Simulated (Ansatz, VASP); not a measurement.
**Fe in VASP and in Ansatz**

Contents of INCAR:

```
ALGO = Normal ; EDIFF = 1E-6
ENCUT = 520 ; GGA = PS
ISIF = 2 ; ISMEAR = -1
ISPIN = 2 ; LASPH = True
LCHARG = True ; LELF = True
LMAXMIX = 4 ; LORBIT = 11
LREAL = False ; LVHAR = True
LWAVE = False ; MAGMOM = 2.5
NBANDS = 14 ; NELM = 150
PREC = Accurate ; SIGMA = 0.05
```

KPOINTS

```
k-points
0
Gamma
  18 18 18
```

File POSCAR:

```
Fe
1.0
    0.0000000000      1.7249021960      1.7249021960
    1.7249021960      0.0000000000      1.7249021960
    1.7249021960      1.7249021960      0.0000000000
Fe
1
Direct
    0.0000000000      0.0000000000      0.0000000000
```

Input for Ansatz:

```yaml
crystal:
  lattice:
    - [0.0, 1.724902196, 1.724902196]
    - [1.724902196, 0.0, 1.724902196]
    - [1.724902196, 1.724902196, 0.0]
  atoms:
    - { symbol: Fe, position: [0.0, 0.0, 0.0], spin: 2.5 }
hamiltonian:
  xc: pbesol
  pseudopotentials:
    kind: paw
    azcp:
      Fe: "pseudopotentials/Fe.paw.azcp"
basis:
  ecutwfc: 420
  fft_grid_basis: typed
kpoints:
  mp_grid: { grid: [18, 18, 18], shift: [0, 0, 0] }
magnetization:
  spin_polarized: true
scf:
  occupations: { method: fermi_dirac, width: 0.05 }
  lower_state_search: "off"
output:
  stress: true
```

Alike in both runs: task single point; functional PBEsol; k mesh 18 × 18 × 18; occupations fermi-dirac, width 0.05 eV; collinear spin.

|  | VASP | Ansatz |
| --- | --- | --- |
| version | VASP 6.6.1 | Ansatz 0.2.0 |
| potentials or method | VASP PAW PBE potentials, release 64 (Fe), cutoff 520 eV | plane waves (420 eV) with PAW, scalar-relativistic |
| valence electrons in the cell | 8 | 16 |

Ansatz gave:

* pressure (GPa): -7.6
* net moment per atom (μB): 0.70
* size of the moment on the site where the two differ most (μB): 0.70

Q: What did VASP give for the same quantities?

A: Pressure (GPa): -7.4; net moment per atom (μB): 0.76; size of the moment on the site where the two differ most (μB): 0.74.

VASP's potentials were made for PBE, not for PBEsol, and Ansatz warns of the same on its side. Site moments also hang on the region over which each program counts them. VASP's potentials hold 8 valence electrons a cell and Ansatz's 16, so a difference there can come from the potentials and not from the codes.
